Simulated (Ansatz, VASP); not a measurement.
## Two plane-wave programs on Mg

```xyz
4
Lattice="3.1979 0.0000 0.0000 -1.5989 2.7694 0.0000 0.0000 0.0000 10.3872" Properties=species:S:1:pos:R:3 pbc="T T T"
Mg    1.5989    0.9231    7.7904
Mg    0.0000    0.0000    5.1936
Mg    0.0000    1.8463    2.5968
Mg    0.0000    0.0000    0.0000
```

Alike in both runs: task single point; functional PBEsol; k mesh 10 × 10 × 3; occupations fermi-dirac, width 0.05 eV; no spin polarisation.

|  | VASP | Ansatz |
| --- | --- | --- |
| version | VASP 6.6.1 | Ansatz 0.2.0 |
| potentials or method | VASP PAW PBE potentials, release 64 (Mg) | Ansatz PAW |
| plane-wave cutoff (eV) | 520 | 420 |
| valence electrons in the cell | 8 | 40 |

```csv
,VASP,Ansatz,Ansatz less VASP
gap on the k mesh at the Fermi level (eV),none,none,-
pressure (GPa),-0.6,-0.5,+0.05
"traceless stress, the component that is largest in VASP (GPa)",0.62,0.62,+0.009
```

VASP's potentials were made for PBE, not for PBEsol. A gap of «none» marks a metal or a gap that the smearing closes. VASP's potentials hold 8 valence electrons a cell and Ansatz's 40, so a difference there can come from the potentials and not from the codes.
